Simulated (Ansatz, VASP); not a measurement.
## Ti3Al: VASP beside Ansatz

```xyz
4
Lattice="0.0000 3.1696 3.1696 3.1696 0.0000 3.1696 3.1696 3.1696 0.0000" Properties=species:S:1:pos:R:3 pbc="T T T"
Ti    4.7544    4.7544    4.7544
Ti    1.5848    1.5848    1.5848
Ti    0.0000    0.0000    0.0000
Al    3.1696    3.1696    3.1696
```

Alike in both runs: functional PBE; dispersion D3(BJ); k mesh 12 × 12 × 12; occupations gaussian, width 0.1 eV; no spin polarisation.

Ansatz relaxed the structure, and its values are those at the end. VASP's run is a single point on that final structure, the one shown.

```csv
,VASP,Ansatz
version,VASP 6.6.1,Ansatz 0.2.0
potentials or method,"VASP PAW PBE potentials, release 64 (Ti_sv, Al), cutoff 520 eV","scalar-relativistic, plane waves, PAW"
valence electrons in the cell,39,39
```

```tsv
	VASP	Ansatz	Ansatz less VASP
gap on the k mesh at the Fermi level (eV)	none	none	-
pressure (GPa)	-0.1	0.0	+0.12
```

A gap of «none» marks a metal or a gap that the smearing closes.
